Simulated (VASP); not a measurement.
# Ge (R-3m) in VASP: single point with PBEsol

Aim: the single point of Ge with PBEsol.

All numbers are computed with VASP 6.6.1; they aren't measurements. Logs are shortened: lines on timing, memory, paths and dates and some standing lists are left out, and cuts for length are marked.

### 1 The cell of the first run

The structure is trigonal, space group R-3m (No. 166). Conventional cell: a = 3.269 Å, b = 3.269 Å, c = 13.364 Å, α = 90.00°, β = 90.00°, γ = 120.00°. Ge (site symmetry 3m) has 3 Ge at 1.89 Å within 2.5 Å.

### 2 Single point, PBEsol (C replaced by Ge, lengths x 1.347, strained)

Input file INCAR:

```
PREC     = Accurate       # precision mode
ENCUT    = 500            # plane-wave cutoff, eV
EDIFF    = 1E-6           # SCF threshold, eV
ISMEAR   = 0              # smearing method
SIGMA    = 0.1            # smearing width, eV
LREAL    = F              # projectors in reciprocal space
LASPH    = T              # aspherical terms in the spheres
NELM     = 120            # most SCF steps
ALGO     = Normal         # electronic algorithm
ISIF     = 2              # what is computed and relaxed
LWAVE    = F              # write WAVECAR
LCHARG   = F              # write CHGCAR
GGA      = PS             # functional
NBANDS   = 21             # bands
GGA_COMPAT= F
```

Input file KPOINTS:

```
Automatic mesh
0
Gamma
  6 6 6
```

Input file POSCAR:

```
Ge
1.0
    1.6344177517      0.9436315289      4.4546388981
   -1.6344177517      0.9436315289      4.4546388981
    0.0000000000     -1.8872630577      4.4546388981
Ge
2
Direct
    0.1640000000      0.1640000000      0.1640000000
    0.8360000000      0.8360000000      0.8360000000
```

Potentials or basis: VASP PAW PBE potentials, release 64 (Ge_d).

Launch:

```
$ cat potpaw_PBE.64/Ge_d/POTCAR > POTCAR
$ mpirun -np 1 vasp_std > vasp.out
```

OUTCAR:

```text
PREC = Accurate
   ENCUT = 500
   EDIFF = 1E-6
   ISMEAR = 0
   LREAL = F
   LASPH = T
   NELM = 120
   ISIF = 2
   GGA = PS

 ion  position               nearest neighbor table
   1  0.164  0.164  0.164-   2 1.89   2 1.89   2 1.89
   2  0.836  0.836  0.836-   1 1.89   1 1.89   1 1.89

  LATTYP: Found a trigonal (rhomboedric) cell.
 ALAT       =     4.8379302973
 COS(alpha) =     0.7717362630

  Lattice vectors:

 A1 = (   1.6344177517,   0.9436315289,   4.4546388981)
 A2 = (  -1.6344177517,   0.9436315289,   4.4546388981)
 A3 = (   0.0000000000,  -1.8872630577,   4.4546388981)

Analysis of symmetry for initial positions (statically):
=====================================================================
 Subroutine PRICEL returns:
 Original cell was already a primitive cell.

 Routine SETGRP: Setting up the symmetry group for a
 trigonal (rhombohedral) supercell.

 Subroutine GETGRP returns: Found 12 space group operations
 (whereof 12 operations were pure point group operations)
 out of a pool of 12 trial point group operations.

The static configuration has the point symmetry D_3d.

Analysis of symmetry for dynamics (positions and initial velocities):
=====================================================================
 Subroutine PRICEL returns:
 Original cell was already a primitive cell.

 Routine SETGRP: Setting up the symmetry group for a
 trigonal (rhombohedral) supercell.

 Subroutine GETGRP returns: Found 12 space group operations
 (whereof 12 operations were pure point group operations)
 out of a pool of 12 trial point group operations.

The dynamic configuration has the point symmetry D_3d.

 Subroutine INISYM returns: Found 12 space group operations
 (whereof 12 operations are pure point group operations),
 and found     1 'primitive' translations

----------------------------------------------------------------------------------------

                                     Primitive cell

  volume of cell :      41.2220

  direct lattice vectors                    reciprocal lattice vectors
     1.634417752  0.943631529  4.454638898     0.305919340  0.176622613  0.074828362
    -1.634417752  0.943631529  4.454638898    -0.305919340  0.176622613  0.074828362
     0.000000000 -1.887263058  4.454638898     0.000000000 -0.353245227  0.074828362

  length of vectors
     4.837930297  4.837930297  4.837930297     0.361083749  0.361083749  0.361083749

  position of ions in fractional coordinates (direct lattice)
     0.164000000  0.164000000  0.164000000
     0.836000000  0.836000000  0.836000000

  ion indices of the primitive-cell ions
   primitive index   ion index
                 1           1
                 2           2

----------------------------------------------------------------------------------------

 KPOINTS: Automatic mesh

Automatic generation of k-mesh.
 Grid dimensions read from file:
 generate k-points for:    6    6    6

 Generating k-lattice:

  Cartesian coordinates                     Fractional coordinates (reciprocal lattice)
     0.050986557  0.029437102  0.012471394     0.166666667 -0.000000000  0.000000000
    -0.050986557  0.029437102  0.012471394    -0.000000000  0.166666667  0.000000000
     0.000000000 -0.058874204  0.012471394     0.000000000  0.000000000  0.166666667

  Length of vectors
     0.060180625  0.060180625  0.060180625

  Shift w.r.t. Gamma in fractional coordinates (k-lattice)
     0.000000000  0.000000000  0.000000000

 Subroutine IBZKPT returns following result:
 ===========================================

 Found     32 irreducible k-points:

 Following reciprocal coordinates:
            Coordinates               Weight
  0.000000  0.000000  0.000000      1.000000
  0.166667 -0.000000 -0.000000      6.000000
  0.333333 -0.000000  0.000000      6.000000
  0.500000  0.000000  0.000000      3.000000
  0.166667  0.166667 -0.000000      6.000000
  0.333333  0.166667  0.000000     12.000000
[... 16 lines left out ...]
  0.500000  0.500000  0.166667      6.000000
 -0.333333  0.500000  0.166667     12.000000
 [... further k-points ...]
   k-points           NKPTS =     32   k-points in BZ     NKDIM =     32   number of bands    NBANDS=     21
   number of dos      NEDOS =    301   number of ions     NIONS =      2
   total plane-waves  NPLWV =  46656
   dimension x,y,z NGX =    36 NGY =   36 NGZ =   36
   dimension x,y,z NGXF=    72 NGYF=   72 NGZF=   72
   ions per type =               2
   NGX,Y,Z   is equivalent  to a cutoff of  12.37, 12.37, 12.37 a.u.
   NGXF,Y,Z  is equivalent  to a cutoff of  24.74, 24.74, 24.74 a.u.
 SYSTEM =  unknown system
   PREC   = accura    normal or accurate (medium, high low for compatibility)
   ISTART =      0    job   : 0-new  1-cont  2-samecut
   ICHARG =      2    charge: 1-file 2-atom 10-const
   ISPIN  =      1    spin polarized calculation?
   LNONCOLLINEAR =      F non collinear calculations
   LSORBIT =      F    spin-orbit coupling
   LASPH  =      T    aspherical Exc in radial PAW
   ENCUT  =  500.0 eV  36.75 Ry    6.06 a.u.   8.82  8.82  8.82*2*pi/ulx,y,z
   NELM   =    120;   NELMIN=  2; NELMDL= -5     # of ELM steps
   EDIFF  = 0.1E-05   stopping-criterion for ELM
   LREAL  =      F    real-space projection
   EDIFFG = 0.1E-04   stopping-criterion for IOM
   NSW    =      0    number of steps for IOM
   IBRION =     -1    ionic relax: 0-MD 1-quasi-New 2-CG
   NFREE  =      0    steps in history (QN), initial steepest desc. (CG)
   ISIF   =      2    stress and relaxation
   ISYM   =      2    0-nonsym 1-usesym 2-fastsym
   POTIM  = 0.5000    time-step for ionic-motion
   TEBEG  =    0.0;   TEEND  =   0.0 temperature during run
   PSTRESS=    0.0 pullay stress
   NELECT =      28.0000    total number of electrons
   NUPDOWN=      -1.0000    fix difference up-down
   EMIN   =  10.00;   EMAX   =-10.00  energy-range for DOS
   EFERMI =   0.00;   METHOD = LEGACY
   ISMEAR =     0;   SIGMA  =   0.10  broadening in eV -4-tet -1-fermi 0-gaus
   EFERMI_NEDOS =   21; number of points for ismear=-14 and -15
   IALGO  =     38    algorithm
   IMIX   =      4    mixing-type and parameters
     AMIX     =   0.40;   BMIX     =  1.00
     AMIX_MAG =   1.60;   BMIX_MAG =  1.00
  volume/ion in A,a.u.               =      20.61       139.09
  Fermi-wavevector in a.u.,A,eV,Ry     =   1.439078  2.719464 28.176935  2.070946
  Thomas-Fermi vector in A             =   2.557974
   LORBIT       =      0    0 simple, 1 ext, 2 COOP (PROOUT), +10 PAW based schemes
   GGA     = PS    functional components
   LHFCALC =     F    Hartree Fock is set to
   AEXX    =    0.0000 exact exchange contribution
   IVDW    =     0    specifies the selected vdW correction
   LEPSILON=     F    determine dielectric tensor
   LRPA    =     F    only Hartree local field effects (RPA)
 non-spin polarized calculation
 Gauss-broadening in eV      SIGMA  =   0.10
  energy-cutoff  :      500.00
  volume of cell :       41.22
 maximum number of plane-waves:      1060
   NGX = 17   NGY = 17   NGZ = 17

 number of electron      27.9999996 magnetization

 Free energy of the ion-electron system (eV)
  ---------------------------------------------------
  ext. energy  EPLUGINS =         0.00000000
  ---------------------------------------------------
  free energy    TOTEN  =        -2.14975260 eV

  energy without entropy =       -2.14855431  energy(sigma->0) =       -2.14915345

 E-fermi :   5.5234     XC(G=0):  -9.9284

 val. band max:        5.4086584951   @ k =   0.0000   0.0000   0.0000
 cond. band min:       5.6389298421   @ k =  -0.3333   0.3333   0.0000
 fundamental gap:      0.2302713469
 Fermi energy:         5.5233604871

 k-point     1 :       0.0000    0.0000    0.0000
  band No.  band energies     occupation
      1     -20.6177      2.00000
      2     -20.4202      2.00000
      3     -20.4202      2.00000
      4     -20.2390      2.00000
      5     -20.2390      2.00000
      6     -19.8324      2.00000
[... 13 lines left out ...]
     20      15.8835      0.00000
     21      18.8253      0.00000

 k-point     2 :       0.1667   -0.0000   -0.0000
  band No.  band energies     occupation
      1     -20.6867      2.00000
      2     -20.6218      2.00000
      3     -20.5276      2.00000
      4     -20.2515      2.00000
      5     -20.1960      2.00000
      6     -19.6567      2.00000
[... 13 lines left out ...]
     20      17.0107      0.00000
     21      17.1090      0.00000

 k-point     3 :       0.3333   -0.0000    0.0000
  band No.  band energies     occupation
      1     -20.9189      2.00000
      2     -20.8504      2.00000
      3     -20.4916      2.00000
      4     -20.2981      2.00000
      5     -20.1193      2.00000
      6     -19.6161      2.00000
[... 13 lines left out ...]
     20      16.4743      0.00000
     21      17.4018      0.00000

 k-point     4 :       0.5000    0.0000    0.0000
  band No.  band energies     occupation
      1     -21.0169      2.00000
      2     -20.9348      2.00000
      3     -20.4634      2.00000
      4     -20.3211      2.00000
      5     -20.0721      2.00000
      6     -19.6673      2.00000
[... 13 lines left out ...]
     20      15.0157      0.00000
     21      21.9577      0.00000

 k-point     5 :       0.1667    0.1667   -0.0000
  band No.  band energies     occupation
      1     -20.6866      2.00000
      2     -20.6218      2.00000
      3     -20.5275      2.00000
      4     -20.2514      2.00000
      5     -20.1960      2.00000
      6     -19.6567      2.00000
[... 13 lines left out ...]
     20      17.3736      0.00000
     21      17.6607      0.00000
[... 382 lines left out ...]
     20      17.2145      0.00000
     21      18.6134      0.00000

 k-point    22 :      -0.1667    0.3333    0.1667
  band No.  band energies     occupation
      1     -21.1436      2.00000
      2     -20.7434      2.00000
      3     -20.5084      2.00000
      4     -20.3455      2.00000
      5     -20.0242      2.00000
      6     -19.6962      2.00000
[... 13 lines left out ...]
     20      18.2707      0.00000
     21      19.1926      0.00000

 k-point    23 :       0.5000    0.5000    0.1667
  band No.  band energies     occupation
      1     -20.9189      2.00000
      2     -20.8504      2.00000
      3     -20.4915      2.00000
      4     -20.2978      2.00000
      5     -20.1194      2.00000
      6     -19.6162      2.00000
[... 13 lines left out ...]
     20      17.1233      0.00000
     21      17.3942      0.00000

 k-point    24 :      -0.3333    0.5000    0.1667
  band No.  band energies     occupation
      1     -21.1436      2.00000
      2     -20.7434      2.00000
      3     -20.5083      2.00000
      4     -20.3454      2.00000
      5     -20.0241      2.00000
      6     -19.6964      2.00000
[... 13 lines left out ...]
     20      17.2799      0.00000
     21      17.4547      0.00000

 [... further k-points ...]

------------------------ aborting loop because EDIFF is reached ----------------------------------------

  FORCE on cell =-STRESS in cart. coord.  units (eV):
  Direction    XX          YY          ZZ          XY          YZ          ZX
  --------------------------------------------------------------------------------------
  -------------------------------------------------------------------------------------
  Total       39.4042350     39.4042350     -0.2764741      0.0000000     -0.0000000     -0.0000000
  in kB     1531.5254350   1531.5254348    -10.7457242      0.0000000     -0.0000000     -0.0000000
  external PRESSURE =    1017.4350485 kB  Pullay stress =       0.0000000 kB

 VOLUME and BASIS-vectors are now :
 -----------------------------------------------------------------------------
  energy-cutoff  :      500.00
  volume of cell :       41.22
      direct lattice vectors                 reciprocal lattice vectors
     1.634417752  0.943631529  4.454638898     0.305919340  0.176622613  0.074828362
    -1.634417752  0.943631529  4.454638898    -0.305919340  0.176622613  0.074828362
     0.000000000 -1.887263058  4.454638898     0.000000000 -0.353245227  0.074828362

 POSITION                                       TOTAL-FORCE (eV/Angst)
 -----------------------------------------------------------------------------------
      0.00000      0.00000      2.19168         0.000000     -0.000000     -1.205267
      0.00000      0.00000     11.17223         0.000000      0.000000      1.205267
 -----------------------------------------------------------------------------------
    total drift:                                0.000000     -0.000000      0.000000

  FREE ENERGIE OF THE ION-ELECTRON SYSTEM (eV)
  ---------------------------------------------------
  free  energy   TOTEN  =        -2.1497526009 eV

  energy  without entropy=       -2.1485543051  energy(sigma->0) =       -2.14915345
```

Run time: 32 s. Hardware: 1 thread of Intel Xeon 8259CL, shared host; peak memory 0.2 GiB.

Results:

| Quantity | Value |
| --- | --- |
| Free energy | -2.1498 eV |
| Pressure | 101.7 GPa |
| Largest force | 1.205 eV/Å |
| Band gap on the k mesh | 0.23 eV (least direct gap 0.62 eV) |

Forces in eV/Å, atoms in the order of the input:
```
Ge   0.000  0.000 -1.205
Ge   0.000  0.000  1.205
```

Caveat: the cell differs from its parent crystal (C replaced by Ge, lengths x 1.347, strained); the stress differs along the axes, from -1 to 153 GPa; the PAW data sets were made with another functional, which shifts forces and pressure a little.
